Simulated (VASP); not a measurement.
# CuO (Fm-3m) in VASP: relaxation of cell and atoms with PBE

Aim: the relaxation of cell and atoms of CuO with PBE.

Program: VASP 6.6.1. These are calculated values, not measurements. Logs are shortened: lines on timing, memory, paths and dates and some standing lists are left out, and cuts for length are marked.

## 1. The cell of the first run

The structure is cubic, space group Fm-3m (No. 225). Conventional cell: a = 4.245 Å, b = 4.245 Å, c = 4.245 Å, α = 90.00°, β = 90.00°, γ = 90.00°. Cu (site symmetry m-3m) has 6 O at 2.12 Å within 2.8 Å. O (site symmetry m-3m) has 6 Cu at 2.12 Å within 2.8 Å.

## 2. Relaxation of cell and atoms, PBE

Contents of INCAR:

```
SYSTEM = CuO
PREC = Accurate
ENCUT = 600
EDIFF = 1E-7
ISMEAR = 0
SIGMA = 0.1
LREAL = .FALSE.
LASPH = .TRUE.
NELM = 120
ALGO = Normal
ISIF = 3
LWAVE = .FALSE.
LCHARG = .FALSE.
GGA = PE
IBRION = 2
NSW = 80
EDIFFG = -0.015
GGA_COMPAT = .FALSE.
NELMIN = 4
```

Contents of KPOINTS:

```
regular mesh
0
G
  12 12 12
  0 0 0
```

Contents of POSCAR:

```
CuO
1.0
    0.0000000000      2.1224191145     -2.1224191145
    4.2448382290      0.0000000000      0.0000000000
   -2.1224191145     -4.2448382290     -2.1224191145
Cu O
3 3
Direct
    1.0000000000      0.0000000000      1.0000000000
    0.3333333333      0.3333333333      0.6666666667
    0.6666666667      0.6666666667      0.3333333333
    0.0000000000      0.5000000000      0.0000000000
    0.3333333333      0.8333333333      0.6666666667
    0.6666666667      0.1666666667      0.3333333333
```

Potentials or basis: VASP PAW PBE potentials, release 64 (Cu, O).

The run is started by

```
> cat potpaw_PBE.64/Cu/POTCAR potpaw_PBE.64/O/POTCAR > POTCAR
> mpirun -np 1 vasp_std > vasp.out
```

OUTCAR:

```text
SYSTEM = CuO
   PREC = Accurate
   ENCUT = 600
   EDIFF = 1E-7
   ISMEAR = 0
   LREAL = .FALSE.
   LASPH = .TRUE.
   NELM = 120
   ISIF = 3
   GGA = PE
   IBRION = 2
   NSW = 80
   EDIFFG = -0.015
   NELMIN = 4

 ion  position               nearest neighbor table
   1  0.000  0.000  0.000-   5 2.12   6 2.12   6 2.12   4 2.12   4 2.12   5 2.12
   2  0.333  0.333  0.667-   4 2.12   4 2.12   5 2.12   5 2.12   6 2.12   6 2.12
   3  0.667  0.667  0.333-   4 2.12   5 2.12   6 2.12   6 2.12   4 2.12   5 2.12
   4  0.000  0.500  0.000-   2 2.12   3 2.12   3 2.12   1 2.12   1 2.12   2 2.12
   5  0.333  0.833  0.667-   1 2.12   1 2.12   2 2.12   2 2.12   3 2.12   3 2.12
   6  0.667  0.167  0.333-   1 2.12   2 2.12   3 2.12   3 2.12   1 2.12   2 2.12

  LATTYP: Found a body centered orthorhombic cell.
 ALAT       =     3.0015538968
 B/A-ratio  =     1.4142135624
 C/A-ratio  =     3.0000000000

  Lattice vectors:

 A1 = (   2.1224191145,   4.2448382290,   2.1224191145)
 A2 = (  -2.1224191145,   2.1224191145,   4.2448382290)
 A3 = (   2.1224191145,  -4.2448382290,  -2.1224191145)

Analysis of symmetry for initial positions (statically):
=====================================================================
 Subroutine PRICEL returns following result:

  LATTYP: Found a face centered cubic cell.
 ALAT       =     4.2448382284

  Lattice vectors:

 A1 = (  -0.0000000006,   2.1224191139,  -2.1224191145)
 A2 = (   2.1224191143,   2.1224191143,   0.0000000000)
 A3 = (   2.1224191141,  -0.0000000004,  -2.1224191145)

   3 primitive cells build up your supercell.

 Routine SETGRP: Setting up the symmetry group for a
 body centered orthorhombic supercell.

 Subroutine GETGRP returns: Found  8 space group operations
 (whereof  8 operations were pure point group operations)
 out of a pool of  8 trial point group operations.

The static configuration has the point symmetry D_2h.

Analysis of symmetry for dynamics (positions and initial velocities):
=====================================================================
 Subroutine PRICEL returns following result:

  LATTYP: Found a face centered cubic cell.
 ALAT       =     4.2448382284

  Lattice vectors:

 A1 = (  -0.0000000006,   2.1224191139,  -2.1224191145)
 A2 = (   2.1224191143,   2.1224191143,   0.0000000000)
 A3 = (   2.1224191141,  -0.0000000004,  -2.1224191145)

   3 primitive cells build up your supercell.

 Routine SETGRP: Setting up the symmetry group for a
 body centered orthorhombic supercell.

 Subroutine GETGRP returns: Found  8 space group operations
 (whereof  8 operations were pure point group operations)
 out of a pool of  8 trial point group operations.

The dynamic configuration has the point symmetry D_2h.

 Subroutine INISYM returns: Found  8 space group operations
 (whereof  8 operations are pure point group operations),
 and found     3 'primitive' translations

----------------------------------------------------------------------------------------

                                     Primitive cell

  volume of cell :      19.1216

  direct lattice vectors                    reciprocal lattice vectors
    -0.000000001  2.122419114 -2.122419114    -0.235580238  0.235580238 -0.235580238
     2.122419114  2.122419114  0.000000000     0.235580238  0.235580238  0.235580238
     2.122419114 -0.000000000 -2.122419114     0.235580238 -0.235580238 -0.235580238

  length of vectors
     3.001553896  3.001553896  3.001553896     0.408036941  0.408036941  0.408036941

  position of ions in fractional coordinates (direct lattice)
     0.000000000  0.000000000  0.000000000
     0.500000000  0.500000000  0.500000000

  ion indices of the primitive-cell ions
   primitive index   ion index
                 1           1
                 2           6

----------------------------------------------------------------------------------------

 KPOINTS: regular mesh

Automatic generation of k-mesh.
 Grid dimensions read from file:
 generate k-points for:   12   12   12

 Generating k-lattice:

  Cartesian coordinates                     Fractional coordinates (reciprocal lattice)
     0.000000000  0.013087791 -0.026175582     0.083333333  0.000000000  0.000000000
     0.019631686 -0.006543895 -0.006543895     0.000000000  0.083333333  0.000000000
     0.000000000 -0.013087791 -0.013087791     0.000000000  0.000000000  0.083333333

  Length of vectors
     0.029265190  0.021703646  0.018508932

  Shift w.r.t. Gamma in fractional coordinates (k-lattice)
     0.000000000  0.000000000  0.000000000

 Subroutine IBZKPT returns following result:
 ===========================================

 Found    280 irreducible k-points:

 Following reciprocal coordinates:
            Coordinates               Weight
  0.000000  0.000000  0.000000      1.000000
  0.083333  0.000000  0.000000      4.000000
  0.166667  0.000000  0.000000      4.000000
  0.250000  0.000000  0.000000      4.000000
  0.333333  0.000000  0.000000      4.000000
  0.416667  0.000000  0.000000      4.000000
[... 16 lines left out ...]
  0.250000  0.166667  0.000000      8.000000
  0.333333  0.166667  0.000000      8.000000
 [... further k-points ...]
   k-points           NKPTS =    280   k-points in BZ     NKDIM =    280   number of bands    NBANDS=     30
   number of dos      NEDOS =    301   number of ions     NIONS =      6
   total plane-waves  NPLWV =  36288
   dimension x,y,z NGX =    24 NGY =   36 NGZ =   42
   dimension x,y,z NGXF=    48 NGYF=   72 NGZF=   84
   ions per type =               3   3
   NGX,Y,Z   is equivalent  to a cutoff of  13.29, 14.10, 13.43 a.u.
   NGXF,Y,Z  is equivalent  to a cutoff of  26.59, 28.20, 26.86 a.u.
 SYSTEM =  CuO
   PREC   = accura    normal or accurate (medium, high low for compatibility)
   ISTART =      0    job   : 0-new  1-cont  2-samecut
   ICHARG =      2    charge: 1-file 2-atom 10-const
   ISPIN  =      1    spin polarized calculation?
   LNONCOLLINEAR =      F non collinear calculations
   LSORBIT =      F    spin-orbit coupling
   LASPH  =      T    aspherical Exc in radial PAW
   ENCUT  =  600.0 eV  44.10 Ry    6.64 a.u.   5.99  8.48 10.38*2*pi/ulx,y,z
   NELM   =    120;   NELMIN=  4; NELMDL= -5     # of ELM steps
   EDIFF  = 0.1E-06   stopping-criterion for ELM
   LREAL  =      F    real-space projection
   EDIFFG = -.1E-01   stopping-criterion for IOM
   NSW    =     80    number of steps for IOM
   IBRION =      2    ionic relax: 0-MD 1-quasi-New 2-CG
   NFREE  =      1    steps in history (QN), initial steepest desc. (CG)
   ISIF   =      3    stress and relaxation
   ISYM   =      2    0-nonsym 1-usesym 2-fastsym
   POTIM  = 0.5000    time-step for ionic-motion
   TEBEG  =    0.0;   TEEND  =   0.0 temperature during run
   PSTRESS=    0.0 pullay stress
   NELECT =      51.0000    total number of electrons
   NUPDOWN=      -1.0000    fix difference up-down
   EMIN   =  10.00;   EMAX   =-10.00  energy-range for DOS
   EFERMI =   0.00;   METHOD = LEGACY
   ISMEAR =     0;   SIGMA  =   0.10  broadening in eV -4-tet -1-fermi 0-gaus
   EFERMI_NEDOS =   21; number of points for ismear=-14 and -15
   IALGO  =     38    algorithm
   IMIX   =      4    mixing-type and parameters
     AMIX     =   0.40;   BMIX     =  1.00
     AMIX_MAG =   1.60;   BMIX_MAG =  1.00
  volume/ion in A,a.u.               =       9.56        64.52
  Fermi-wavevector in a.u.,A,eV,Ry     =   1.574164  2.974739 33.715134  2.477992
  Thomas-Fermi vector in A             =   2.675339
   LORBIT       =      0    0 simple, 1 ext, 2 COOP (PROOUT), +10 PAW based schemes
   GGA     = PE    functional components
   LHFCALC =     F    Hartree Fock is set to
   AEXX    =    0.0000 exact exchange contribution
   IVDW    =     0    specifies the selected vdW correction
   LEPSILON=     F    determine dielectric tensor
   LRPA    =     F    only Hartree local field effects (RPA)
 conjugate gradient relaxation of ions
 non-spin polarized calculation
 Gauss-broadening in eV      SIGMA  =   0.10
  energy-cutoff  :      600.00
  volume of cell :       57.36
 maximum number of plane-waves:      1933
   NGX = 11   NGY = 17   NGZ = 21

 number of electron      50.9999977 magnetization

 Free energy of the ion-electron system (eV)
  ---------------------------------------------------
  ext. energy  EPLUGINS =         0.00000000
  ---------------------------------------------------
  free energy    TOTEN  =       -28.61816569 eV

  energy without entropy =      -28.59433391  energy(sigma->0) =      -28.60624980

 E-fermi :   6.0951     XC(G=0): -12.3753

 val. band max:        6.0908396898   @ k =   0.1667   0.1667   0.0833
 cond. band min:       6.1059189633   @ k =   0.1667   0.4167   0.0000
 fundamental gap:      0.0150792734
 Fermi energy:         6.0951306610

 k-point     1 :       0.0000    0.0000    0.0000
  band No.  band energies     occupation
      1     -13.3869      2.00000
      2     -11.9781      2.00000
      3     -11.9781      2.00000
      4       0.0072      2.00000
      5       0.0072      2.00000
      6       0.5867      2.00000
[... 22 lines left out ...]
     29      14.2936      0.00000
     30      14.2936      0.00000

 k-point     2 :       0.0833    0.0000    0.0000
  band No.  band energies     occupation
      1     -13.3329      2.00000
      2     -11.9912      2.00000
      3     -11.9594      2.00000
      4      -0.0704      2.00000
      5       0.2264      2.00000
      6       0.5365      2.00000
[... 22 lines left out ...]
     29      14.0740      0.00000
     30      14.5161      0.00000

 k-point     3 :       0.1667    0.0000    0.0000
  band No.  band energies     occupation
      1     -13.1784      2.00000
      2     -11.9997      2.00000
      3     -11.9387      2.00000
      4      -0.0224      2.00000
      5       0.5314      2.00000
      6       0.5796      2.00000
[... 22 lines left out ...]
     29      14.0128      0.00000
     30      14.0991      0.00000

 k-point     4 :       0.2500    0.0000    0.0000
  band No.  band energies     occupation
      1     -12.9459      2.00000
      2     -12.0056      2.00000
      3     -11.9276      2.00000
      4       0.0477      2.00000
      5       0.7061      2.00000
      6       0.7064      2.00000
[... 22 lines left out ...]
     29      13.3553      0.00000
     30      14.0074      0.00000

 k-point     5 :       0.3333    0.0000    0.0000
  band No.  band energies     occupation
      1     -12.6713      2.00000
      2     -12.0100      2.00000
      3     -11.9471      2.00000
      4       0.0381      2.00000
      5       0.3239      2.00000
      6       0.3910      2.00000
[... 22 lines left out ...]
     29      12.5432      0.00000
     30      13.9817      0.00000
[... 526 lines left out ...]
     29      13.5682      0.00000
     30      13.8469      0.00000

 k-point    22 :       0.1667    0.1667    0.0000
  band No.  band energies     occupation
      1     -13.0344      2.00000
      2     -12.0631      2.00000
      3     -11.9857      2.00000
      4      -0.3830      2.00000
      5       0.0732      2.00000
      6       1.0510      2.00000
[... 22 lines left out ...]
     29      13.6726      0.00000
     30      13.7603      0.00000

 k-point    23 :       0.2500    0.1667    0.0000
  band No.  band energies     occupation
      1     -12.8048      2.00000
      2     -12.0600      2.00000
      3     -11.9699      2.00000
      4      -0.1692      2.00000
      5       0.1146      2.00000
      6       0.6802      2.00000
[... 22 lines left out ...]
     29      13.2082      0.00000
     30      14.0803      0.00000

 k-point    24 :       0.3333    0.1667    0.0000
  band No.  band energies     occupation
      1     -12.5471      2.00000
      2     -12.0461      2.00000
      3     -11.9780      2.00000
      4      -0.1194      2.00000
      5      -0.0417      2.00000
      6       0.1076      2.00000
[... 22 lines left out ...]
     29      12.6545      0.00000
     30      14.4364      0.00000

 [... further k-points ...]

------------------------ aborting loop because EDIFF is reached ----------------------------------------

  FORCE on cell =-STRESS in cart. coord.  units (eV):
  Direction    XX          YY          ZZ          XY          YZ          ZX
  --------------------------------------------------------------------------------------
  -------------------------------------------------------------------------------------
  Total        0.0114024      0.0180965      0.0180965      0.0000000      0.0164118      0.0000000
  in kB        0.3184654      0.5054282      0.5054282      0.0000000      0.4583774      0.0000000
  external PRESSURE =       0.4431072 kB  Pullay stress =       0.0000000 kB

 VOLUME and BASIS-vectors are now :
 -----------------------------------------------------------------------------
  energy-cutoff  :      600.00
  volume of cell :       57.36
      direct lattice vectors                 reciprocal lattice vectors
     0.000000000  2.122419114 -2.122419114     0.000000000  0.157053492 -0.314106984
     4.244838229  0.000000000  0.000000000     0.235580238 -0.078526746 -0.078526746
    -2.122419114 -4.244838229 -2.122419114     0.000000000 -0.157053492 -0.157053492

 POSITION                                       TOTAL-FORCE (eV/Angst)
 -----------------------------------------------------------------------------------
      0.00000      0.00000      0.00000        -0.000000      0.000000      0.000000
     -0.00000     -2.12242     -2.12242        -0.000000      0.000000      0.000000
      2.12242      0.00000     -2.12242        -0.000000      0.000000      0.000000
      2.12242      0.00000      0.00000         0.000000     -0.000000     -0.000000
      2.12242     -2.12242     -2.12242         0.000000     -0.000000     -0.000000
      0.00000      0.00000     -2.12242        -0.000000      0.000000     -0.000000
 -----------------------------------------------------------------------------------
    total drift:                               -0.000000     -0.000000     -0.000000

  FREE ENERGIE OF THE ION-ELECTRON SYSTEM (eV)
  ---------------------------------------------------
  free  energy   TOTEN  =       -28.6181656894 eV

  energy  without entropy=      -28.5943339119  energy(sigma->0) =      -28.60624980

 reached required accuracy - stopping structural energy minimisation
```

Wall time 4.6 min (1 thread of Intel Xeon 6975P-C (Granite Rapids), shared host); peak memory 0.54 GiB.

Results:

| Item | Value |
| --- | --- |
| Free energy | -28.6182 eV |
| Pressure after relaxing | 0.0 GPa |
| Band gap on the k mesh | zero (an odd number of electrons rules out a gap without spin polarisation) |

Final structure:
```
Cu O
1.0
     0.00000    2.12242   -2.12242
     4.24484    0.00000    0.00000
    -2.12242   -4.24484   -2.12242
Cu O
3 3
Direct
  0.00000 0.00000 0.00000
  0.33333 0.33333 0.66667
  0.66667 0.66667 0.33333
  0.00000 0.50000 0.00000
  0.33333 0.83333 0.66667
  0.66667 0.16667 0.33333
```

Levels at points of the mesh, in eV from the Fermi level:
| k point | band 22 | band 23 | band 24 | band 25 | band 26 | band 27 | band 28 | band 29 | band 30 |
| --- | --- | --- | --- | --- | --- | --- | --- | --- | --- |
| (0.00, 0.00, 0.00) | -1.43 | -1.43 | -1.20 | -1.20 | 0.02 | 0.02 | 1.40 | 8.20 | 8.20 |
| (0.50, 0.00, 0.00) | -1.42 | -1.42 | -1.30 | -1.30 | -0.03 | -0.03 | 5.61 | 7.04 | 7.04 |
| (0.00, 0.50, 0.00) | -0.81 | -0.81 | -0.27 | -0.27 | 0.73 | 0.73 | 5.53 | 5.53 | 5.74 |
| (0.50, 0.50, 0.00) | -0.99 | -0.99 | -0.21 | -0.21 | 0.73 | 0.73 | 5.74 | 8.34 | 8.34 |
| (0.00, 0.00, 0.50) | -1.45 | -1.45 | -1.43 | -1.43 | 0.26 | 0.26 | 4.77 | 4.77 | 5.61 |

Caveat: the relaxation stopped at its first step, so nothing moved; an odd number of electrons without spin polarisation forces a metal; a magnetic or distorted state may lie lower; semilocal functionals often make such compounds metallic where correlation or magnetic order opens a gap, which also shifts bond lengths. With open d or f shells a metallic result of PBE can be an artefact of self-interaction; +U or a hybrid may open a gap.
